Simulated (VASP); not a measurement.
# Be3Te2O: single point with PBE

The system is Be3Te2O.

```
Be Te O
1.0
     5.83666    0.00000    0.00000
    -2.91833    5.05469    0.00000
     0.00000    0.00000    3.39277
Be Te O
3 2 1
Direct
  0.26719 0.00000 0.00000
  0.00000 0.26719 0.00000
  0.73281 0.73281 0.00000
  0.33333 0.66667 0.50000
  0.66667 0.33333 0.50000
  0.00000 0.00000 0.00000
```

* Program: VASP 6.6.1
* Task: single point
* Functional: PBE
* Potentials or basis: VASP PAW PBE potentials, release 64 (Be, Te, O)
* Cutoff: 600 eV
* k mesh: 3 × 3 × 3
* Occupations: gaussian, width 0.15 eV
* Spin: no spin polarisation
* Dipole correction: no
* Further INCAR settings: ALGO = Normal; EDIFF = 1e-06; NBANDS = 21

```
Pressure               : 0.2 GPa
Largest force          : 0.035 eV/Å
Band gap on the k mesh : zero (bands 12 and 13 overlap by 1.08 eV)
```

Forces on the atoms (eV/Å):
```
Be   0.035  0.000  0.000
Be  -0.018  0.030  0.000
Be  -0.018 -0.030  0.000
Te   0.000  0.000  0.000
Te   0.000  0.000  0.000
O    0.000  0.000  0.000
```

Levels at points of the mesh, in eV from the Fermi level:
```csv
k point,band 8,band 9,band 10,band 11,band 12,band 13,band 14,band 15,band 16,band 17
"(0.00, 0.00, 0.00)",-5.06,-2.90,-2.90,-0.94,0.97,1.25,3.08,4.34,4.34,4.93
```

Run time: 16 s on 1 thread of Intel(R) Xeon(R) Platinum 8488C (Sapphire Rapids), with other jobs on the host, peak memory 0.24 GiB.

Caveat: the k points lie up to 0.62 Å⁻¹ apart, too coarse for converged energies and pressures of a metal; spin-orbit coupling is left out, which moves the levels of the heavy elements.
